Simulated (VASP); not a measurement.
Crystal: HfO2.

```
Hf O
1.0
     1.34256    0.77513    5.46595
    -1.34256    0.77513    5.46595
     0.00000   -1.55026    5.46595
Hf O
1 2
Direct
  0.99978 0.99978 0.99978
  0.41293 0.41293 0.41293
  0.25330 0.25330 0.25330
```

| Quantity | Value |
| --- | --- |
| Program | VASP 6.6.1 |
| Task | relaxation of cell and atoms |
| Functional | PBEsol |
| Potentials or basis | VASP PAW PBE potentials, release 64 (Hf_pv, O) |
| Cutoff | 600 eV |
| k mesh | 10 × 10 × 10 |
| Occupations | fermi-dirac, width 0.03 eV |
| Spin | no spin polarisation |

At the start: pressure 51.7 GPa; volume 11.38 Å³/atom.

Question: Where does the relaxation end?

Answer: Over 14 steps the energy falls by 890.0 meV/atom and the volume is 13.91 Å³/atom (+22.3 %); space group R3m (No. 160, to 0.1 Å) before and after.

The path:
| step | energy change (eV) | largest force (eV/Å) | pressure (GPa) | volume (Å³) |
| --- | --- | --- | --- | --- |
| 1 | 0.0000 | 1.2793 | 51.72 | 34.13 |
| 2 | -0.7429 | 1.3591 | -32.69 | 53.97 |
| 3 | -2.4390 | 2.2915 | -11.63 | 44.08 |
| 4 | -2.4437 | 2.3032 | -9.89 | 43.59 |
| 5 | -2.2755 | 3.8448 | 11.19 | 40.64 |
| 6 | -2.6652 | 0.1814 | -2.52 | 42.29 |
| 7 | -2.6660 | 0.0598 | -2.09 | 42.23 |
| 8 | -2.6659 | 0.0268 | -1.90 | 42.20 |
| 9 | -2.6672 | 0.1065 | 1.87 | 41.41 |
| 10 | -2.6697 | 0.0596 | 0.13 | 41.76 |
| 11 | -2.6698 | 0.0319 | -0.16 | 41.78 |
| 12 | -2.6698 | 0.0079 | -0.03 | 41.78 |
| 13 | -2.6698 | 0.0079 | -0.04 | 41.76 |
| 14 | -2.6699 | 0.0100 | -0.05 | 41.73 |

Final structure:
```yaml
crystal:
  lattice:
    - [1.53794, 0.88793, 5.09334]
    - [-1.53794, 0.88793, 5.09334]
    - [0.00000, -1.77586, 5.09334]
  atoms:
    - { symbol: Hf, position: [0.99985, 0.99985, 0.99985] }
    - { symbol: O, position: [0.40851, 0.40851, 0.40851] }
    - { symbol: O, position: [0.25764, 0.25764, 0.25764] }
```

Caveat: the volume moved by over 15 % at a fixed basis, so the end points are rough; the PAW data sets were made with another functional, which shifts forces and pressure a little.
